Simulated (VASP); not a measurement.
Set up this calculation in VASP 6.6.1, as the native input.

- Task: single point
- Functional: LDA
- Potentials or basis: VASP PAW LDA potentials, release 64 (Ti_sv)
- Cutoff: 520 eV
- k mesh: 18 × 18 × 10
- Occupations: fermi-dirac, width 0.08 eV
- Spin: no spin polarisation
- Dipole correction: no
- Further INCAR settings: ALGO = Normal; EDIFF = 1e-06; NBANDS = 19

The structure of Ti lies in POSCAR:

```
Ti
1.0
    2.8138758506      0.0000000000      0.0000000000
   -1.4069379253      2.4368879697      0.0000000000
    0.0000000000      0.0000000000      4.4675269472
Ti
2
Direct
    0.3333333333      0.6666666667      0.2500000000
    0.6666666667      0.3333333333      0.7500000000
```

These files were run (other wordings do the same):

INCAR

```
PREC = Accurate
ENCUT = 520
EDIFF = 1E-6
ISMEAR = -1
SIGMA = 0.08
LREAL = False
LASPH = True
NELM = 60
ALGO = Normal
ISIF = 2
LWAVE = False
LCHARG = True
LELF = True
LVHAR = True
NBANDS = 19
```

KPOINTS

```
Automatic mesh
0
Gamma
  18 18 10
```

Potentials or basis: VASP PAW LDA potentials, release 64 (Ti_sv).

Launch:

```console
$ cat potpaw_LDA.64/Ti_sv/POTCAR > POTCAR
$ mpirun -np 1 vasp_std > vasp.out
```

Results of the run:

```yaml
Pressure: 6.8 GPa
Band_gap_on_the_k_mesh: zero (band 12 reaches 10.37 eV, above the bottom of band 13 at 9.20 eV)
```

Wall time 44 s on 1 thread of Intel(R) Xeon(R) 6975P-C (Granite Rapids), on a shared host, peak memory 0.21 GiB.
